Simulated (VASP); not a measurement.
# W (I4/mmm) in VASP: notebook

Runs on W. Level: PBE. Tasks: single point.

Program: VASP 6.6.1. These are calculated values, not measurements. Logs are shortened: lines on timing, memory, paths and dates and some standing lists are left out, and cuts for length are marked.

**1. The cell of the first run**

It takes space group I4/mmm (No. 139, tetragonal). The conventional cell has a = 3.035 Å, b = 3.035 Å, c = 3.274 Å, α = 90.00°, β = 90.00°, γ = 90.00°. Within 3.6 Å of W (site symmetry 4/mmm) lie 14 W at 2.70 to 3.27 Å.

**2. Single point, PBE (strain -0.050 along x and y, +0.025 along z)**

The input, INCAR:

```
ALGO = Normal ; EDIFF = 1E-6
ENCUT = 520 ; GGA = PE
ISIF = 2 ; ISMEAR = -1
LASPH = T ; LCHARG = F
LREAL = F ; LWAVE = F
NBANDS = 13 ; NELM = 100
PREC = Accurate ; SIGMA = 0.4
```

The input, KPOINTS:

```
k-points
0
Gamma
  20 20 20
```

The input, POSCAR:

```
W
1.0
   -1.5174350000      1.5174350000      1.6372325000
    1.5174350000     -1.5174350000      1.6372325000
    1.5174350000      1.5174350000     -1.6372325000
W
1
Direct
    0.0000000000      0.0000000000      0.0000000000
```

Potentials or basis: VASP PAW PBE potentials, release 64 (W_sv).

The run is started by

```sh
> cat potpaw_PBE.64/W_sv/POTCAR > POTCAR
> mpirun -np 1 vasp_std > vasp.out
```

OUTCAR:

```text
EDIFF = 1E-6
   ENCUT = 520
   GGA = PE
   ISIF = 2
   ISMEAR = -1
   LASPH = T
   LREAL = F
   NELM = 100
   PREC = Accurate

 ion  position               nearest neighbor table
   1  0.000  0.000  0.000-

  LATTYP: Found a body centered tetragonal cell.
 ALAT       =     3.0348700000
 C/A-ratio  =     1.0789473684

  Lattice vectors:

 A1 = (  -1.5174350000,   1.5174350000,   1.6372325000)
 A2 = (   1.5174350000,  -1.5174350000,   1.6372325000)
 A3 = (   1.5174350000,   1.5174350000,  -1.6372325000)

Analysis of symmetry for initial positions (statically):
=====================================================================
 Subroutine PRICEL returns:
 Original cell was already a primitive cell.

 Routine SETGRP: Setting up the symmetry group for a
 body centered tetragonal supercell.

 Subroutine GETGRP returns: Found 16 space group operations
 (whereof 16 operations were pure point group operations)
 out of a pool of 16 trial point group operations.

The static configuration has the point symmetry D_4h.

Analysis of symmetry for dynamics (positions and initial velocities):
=====================================================================
 Subroutine PRICEL returns:
 Original cell was already a primitive cell.

 Routine SETGRP: Setting up the symmetry group for a
 body centered tetragonal supercell.

 Subroutine GETGRP returns: Found 16 space group operations
 (whereof 16 operations were pure point group operations)
 out of a pool of 16 trial point group operations.

The dynamic configuration has the point symmetry D_4h.

 Subroutine INISYM returns: Found 16 space group operations
 (whereof 16 operations are pure point group operations),
 and found     1 'primitive' translations

----------------------------------------------------------------------------------------

                                     Primitive cell

  volume of cell :      15.0796

  direct lattice vectors                    reciprocal lattice vectors
    -1.517435000  1.517435000  1.637232500     0.000000000  0.329503405  0.305393400
     1.517435000 -1.517435000  1.637232500     0.329503405  0.000000000  0.305393400
     1.517435000  1.517435000 -1.637232500     0.329503405  0.329503405  0.000000000

  length of vectors
     2.699212518  2.699212518  2.699212518     0.449263423  0.449263423  0.465988185

  position of ions in fractional coordinates (direct lattice)
     0.000000000  0.000000000  0.000000000

  ion indices of the primitive-cell ions
   primitive index   ion index
                 1           1

----------------------------------------------------------------------------------------

 KPOINTS: k-points

Automatic generation of k-mesh.
 Grid dimensions read from file:
 generate k-points for:   20   20   20

 Generating k-lattice:

  Cartesian coordinates                     Fractional coordinates (reciprocal lattice)
     0.000000000  0.016475170  0.015269670     0.050000000 -0.000000000  0.000000000
     0.016475170  0.000000000  0.015269670    -0.000000000  0.050000000  0.000000000
     0.016475170  0.016475170  0.000000000     0.000000000  0.000000000  0.050000000

  Length of vectors
     0.022463171  0.022463171  0.023299409

  Shift w.r.t. Gamma in fractional coordinates (k-lattice)
     0.000000000  0.000000000  0.000000000

 Subroutine IBZKPT returns following result:
 ===========================================

 Found    641 irreducible k-points:

 Following reciprocal coordinates:
            Coordinates               Weight
  0.000000  0.000000  0.000000      1.000000
  0.050000 -0.000000  0.000000      8.000000
  0.100000 -0.000000  0.000000      8.000000
  0.150000 -0.000000  0.000000      8.000000
  0.200000 -0.000000  0.000000      8.000000
  0.250000 -0.000000  0.000000      8.000000
[... 16 lines left out ...]
 -0.400000  0.050000 -0.000000     16.000000
 -0.350000  0.050000 -0.000000     16.000000
 [... further k-points ...]
   k-points           NKPTS =    641   k-points in BZ     NKDIM =    641   number of bands    NBANDS=     13
   number of dos      NEDOS =    301   number of ions     NIONS =      1
   total plane-waves  NPLWV =   8000
   dimension x,y,z NGX =    20 NGY =   20 NGZ =   20
   dimension x,y,z NGXF=    40 NGYF=   40 NGZF=   40
   ions per type =               1
   NGX,Y,Z   is equivalent  to a cutoff of  12.32, 12.32, 12.32 a.u.
   NGXF,Y,Z  is equivalent  to a cutoff of  24.64, 24.64, 24.64 a.u.
 SYSTEM =  unknown system
   PREC   = accura    normal or accurate (medium, high low for compatibility)
   ISTART =      0    job   : 0-new  1-cont  2-samecut
   ICHARG =      2    charge: 1-file 2-atom 10-const
   ISPIN  =      1    spin polarized calculation?
   LNONCOLLINEAR =      F non collinear calculations
   LSORBIT =      F    spin-orbit coupling
   LASPH  =      T    aspherical Exc in radial PAW
   ENCUT  =  520.0 eV  38.22 Ry    6.18 a.u.   5.02  5.02  5.02*2*pi/ulx,y,z
   NELM   =    100;   NELMIN=  2; NELMDL= -5     # of ELM steps
   EDIFF  = 0.1E-05   stopping-criterion for ELM
   LREAL  =      F    real-space projection
   EDIFFG = 0.1E-04   stopping-criterion for IOM
   NSW    =      0    number of steps for IOM
   IBRION =     -1    ionic relax: 0-MD 1-quasi-New 2-CG
   NFREE  =      0    steps in history (QN), initial steepest desc. (CG)
   ISIF   =      2    stress and relaxation
   ISYM   =      2    0-nonsym 1-usesym 2-fastsym
   POTIM  = 0.5000    time-step for ionic-motion
   TEBEG  =    0.0;   TEEND  =   0.0 temperature during run
   PSTRESS=    0.0 pullay stress
   NELECT =      14.0000    total number of electrons
   NUPDOWN=      -1.0000    fix difference up-down
   EMIN   =  10.00;   EMAX   =-10.00  energy-range for DOS
   EFERMI =   0.00;   METHOD = LEGACY
   ISMEAR =    -1;   SIGMA  =   0.40  broadening in eV -4-tet -1-fermi 0-gaus
   EFERMI_NEDOS =   21; number of points for ismear=-14 and -15
   IALGO  =     38    algorithm
   IMIX   =      4    mixing-type and parameters
     AMIX     =   0.40;   BMIX     =  1.00
     AMIX_MAG =   1.60;   BMIX_MAG =  1.00
  volume/ion in A,a.u.               =      15.08       101.76
  Fermi-wavevector in a.u.,A,eV,Ry     =   1.597058  3.018002 34.702937  2.550594
  Thomas-Fermi vector in A             =   2.694724
   LORBIT       =      0    0 simple, 1 ext, 2 COOP (PROOUT), +10 PAW based schemes
   GGA     = PE    functional components
   LHFCALC =     F    Hartree Fock is set to
   AEXX    =    0.0000 exact exchange contribution
   IVDW    =     0    specifies the selected vdW correction
   LEPSILON=     F    determine dielectric tensor
   LRPA    =     F    only Hartree local field effects (RPA)
 non-spin polarized calculation
  energy-cutoff  :      520.00
  volume of cell :       15.08
 maximum number of plane-waves:       420
   NGX = 11   NGY = 11   NGZ = 11

 number of electron      14.0000004 magnetization

 Free energy of the ion-electron system (eV)
  ---------------------------------------------------
  ext. energy  EPLUGINS =         0.00000000
  ---------------------------------------------------
  free energy    TOTEN  =       -12.95470313 eV

  energy without entropy =      -12.64447811  energy(sigma->0) =      -12.79959062

 E-fermi :  12.1071     XC(G=0): -13.9208

 val. band max:       12.0902077251   @ k =  -0.1000  -0.1500   0.1000
 cond. band min:      12.1099509538   @ k =   0.4000   0.4000   0.1000
 fundamental gap:      0.0197432287
 Fermi energy:        12.1070910552

 k-point     1 :       0.0000    0.0000    0.0000
  band No.  band energies     occupation
      1     -61.9003      2.00000
      2     -25.3975      2.00000
      3     -25.3802      2.00000
      4     -25.3802      2.00000
      5       2.2696      2.00000
      6      10.6066      1.95410
      7      10.6066      1.95410
      8      11.6223      1.54132
      9      13.8148      0.02760
     10      15.1876      0.00090
     11      25.9081      0.00000
     12      27.3731      0.00000
     13      27.3731      0.00000

 k-point     2 :       0.0500   -0.0000    0.0000
  band No.  band energies     occupation
      1     -61.8963      2.00000
      2     -25.4311      2.00000
      3     -25.3916      2.00000
      4     -25.3876      2.00000
      5       2.3963      2.00000
      6      10.5956      1.95531
      7      10.6355      1.95074
      8      11.6384      1.52691
      9      13.7338      0.03369
     10      15.1310      0.00104
     11      26.1457      0.00000
     12      27.5582      0.00000
     13      27.5852      0.00000

 k-point     3 :       0.1000   -0.0000    0.0000
  band No.  band energies     occupation
      1     -61.8848      2.00000
      2     -25.5474      2.00000
      3     -25.4246      2.00000
      4     -25.3889      2.00000
      5       2.7638      2.00000
      6      10.5439      1.96063
      7      10.6242      1.95208
      8      11.7966      1.36972
      9      13.5411      0.05398
     10      15.0079      0.00142
     11      26.7101      0.00000
     12      28.0934      0.00000
     13      28.2055      0.00000

 k-point     4 :       0.1500   -0.0000    0.0000
  band No.  band energies     occupation
      1     -61.8667      2.00000
      2     -25.7270      2.00000
      3     -25.4756      2.00000
      4     -25.3891      2.00000
      5       3.3322      2.00000
      6      10.4157      1.97127
      7      10.4418      1.96937
      8      12.2558      0.81628
      9      13.3719      0.08124
     10      14.8944      0.00188
     11      27.2273      0.00000
     12      28.8365      0.00000
     13      29.1931      0.00000

 k-point     5 :       0.2000   -0.0000    0.0000
  band No.  band energies     occupation
      1     -61.8439      2.00000
      2     -25.9480      2.00000
      3     -25.5392      2.00000
      4     -25.3892      2.00000
      5       4.0269      2.00000
      6      10.1358      1.98563
      7      10.2307      1.98181
      8      12.9974      0.19490
      9      13.3449      0.08666
     10      14.8372      0.00217
     11      27.2597      0.00000
     12      29.3963      0.00000
     13      30.4953      0.00000
[... 257 lines left out ...]
 k-point    22 :      -0.4500    0.0500   -0.0000
  band No.  band energies     occupation
      1     -61.7433      2.00000
      2     -26.8329      2.00000
      3     -25.8162      2.00000
      4     -25.4082      2.00000
      5       5.7069      2.00000
      6       8.8808      1.99937
      7      11.8732      1.28432
      8      13.8444      0.02566
      9      15.7179      0.00024
     10      18.0252      0.00000
     11      24.2547      0.00000
     12      24.6204      0.00000
     13      31.1746      0.00000

 k-point    23 :      -0.4000    0.0500   -0.0000
  band No.  band energies     occupation
      1     -61.7582      2.00000
      2     -26.7074      2.00000
      3     -25.7740      2.00000
      4     -25.4096      2.00000
      5       5.6985      2.00000
      6       9.0497      1.99904
      7      11.0948      1.85254
      8      13.7501      0.03237
      9      15.5484      0.00037
     10      16.9700      0.00001
     11      24.8986      0.00000
     12      25.6995      0.00000
     13      32.6873      0.00000

 k-point    24 :      -0.3500    0.0500   -0.0000
  band No.  band energies     occupation
      1     -61.7787      2.00000
      2     -26.5306      2.00000
      3     -25.7158      2.00000
      4     -25.4105      2.00000
      5       5.5464      2.00000
      6       9.2961      1.99823
      7      10.4183      1.97108
      8      13.5889      0.04805
      9      15.3134      0.00066
     10      15.7877      0.00020
     11      25.7182      0.00000
     12      27.1002      0.00000
     13      34.1564      0.00000

 [... further k-points ...]

------------------------ aborting loop because EDIFF is reached ----------------------------------------

  FORCE on cell =-STRESS in cart. coord.  units (eV):
  Direction    XX          YY          ZZ          XY          YZ          ZX
  --------------------------------------------------------------------------------------
  -------------------------------------------------------------------------------------
  Total        3.1470635      3.1470635      1.1695819      0.0000000     -0.0000000      0.0000000
  in kB      334.3686436    334.3686436    124.2655326      0.0000000     -0.0000000      0.0000000
  external PRESSURE =     264.3342733 kB  Pullay stress =       0.0000000 kB

 VOLUME and BASIS-vectors are now :
 -----------------------------------------------------------------------------
  energy-cutoff  :      520.00
  volume of cell :       15.08
      direct lattice vectors                 reciprocal lattice vectors
    -1.517435000  1.517435000  1.637232500     0.000000000  0.329503405  0.305393400
     1.517435000 -1.517435000  1.637232500     0.329503405  0.000000000  0.305393400
     1.517435000  1.517435000 -1.637232500     0.329503405  0.329503405  0.000000000

 POSITION                                       TOTAL-FORCE (eV/Angst)
 -----------------------------------------------------------------------------------
      0.00000      0.00000      0.00000         0.000000      0.000000     -0.000000
 -----------------------------------------------------------------------------------
    total drift:                                0.000000     -0.000000      0.000000

  FREE ENERGIE OF THE ION-ELECTRON SYSTEM (eV)
  ---------------------------------------------------
  free  energy   TOTEN  =       -12.9547031332 eV

  energy  without entropy=      -12.6444781107  energy(sigma->0) =      -12.79959062
```

Run time: 100 s. Hardware: 1 thread of Intel Xeon Platinum 8175M at 2.50GHz (Skylake/Cascade Lake), shared host; peak memory 0.22 GiB.

Results:

* Free energy: -12.9547 eV
* Pressure: 26.4 GPa
* Band gap on the k mesh: zero (band 7 reaches 17.53 eV, above the bottom of band 8 at 11.31 eV)

Levels at points of the mesh, in eV from the Fermi level:
| k point | band 5 | band 6 | band 7 | band 8 | band 9 | band 10 |
| --- | --- | --- | --- | --- | --- | --- |
| (0.00, 0.00, 0.00) | -9.84 | -1.50 | -1.50 | -0.48 | 1.71 | 3.08 |
| (0.50, 0.00, 0.00) | -6.53 | -3.33 | 0.76 | 1.58 | 3.60 | 6.54 |
| (0.50, 0.50, 0.00) | -6.54 | -4.39 | 1.39 | 3.34 | 3.95 | 6.85 |
| (0.50, 0.50, 0.50) | -6.29 | -6.04 | 5.42 | 5.77 | 5.77 | 7.39 |

Caveat: the cell differs from its parent crystal (strain -0.050 along x and y, +0.025 along z); spin-orbit coupling is left out, which moves the levels of the heavy elements.

[end of part 1 of 2]
